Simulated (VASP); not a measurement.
Here is a VASP 6.6.1 calculation.

File INCAR:

```
SYSTEM = Bi
PREC = Accurate ; ENCUT = 520
EDIFF = 1E-6 ; ISMEAR = 0
SIGMA = 0.1 ; LREAL = .FALSE.
LASPH = .TRUE. ; NELM = 80
ALGO = Normal ; ISIF = 2
LWAVE = .FALSE. ; LCHARG = .FALSE.
GGA = CA ; NBANDS = 22
```

The input KPOINTS:

```
regular mesh
0
G
  6 6 6
  0 0 0
```

POSCAR

```
Bi
1.0
    2.2409003093      1.2937845615      3.8918039804
   -2.2409003093      1.2937845615      3.8918039804
    0.0000000000     -2.5875686289      3.8918041447
Bi
2
Direct
    0.2350763966      0.2350763966      0.2350763966
    0.7649236034      0.7649236034      0.7649236034
```

Potentials or basis: VASP PAW LDA potentials, release 64 (Bi_d).

Launch:

```sh
$ cat potpaw_LDA.64/Bi_d/POTCAR > POTCAR
$ mpirun -np 1 vasp_std > vasp.out
```

(1) Estimate the band gap on the k mesh.

(2) Estimate the pressure.

(3) Estimate the largest force.

Answers

(1) zero (band 15 reaches 6.46 eV, above the bottom of band 16 at 6.29 eV).

(2) 0.1 GPa.

(3) 0.028 eV/Å.

Caveat: spin-orbit coupling is left out, which moves the levels of the heavy elements.
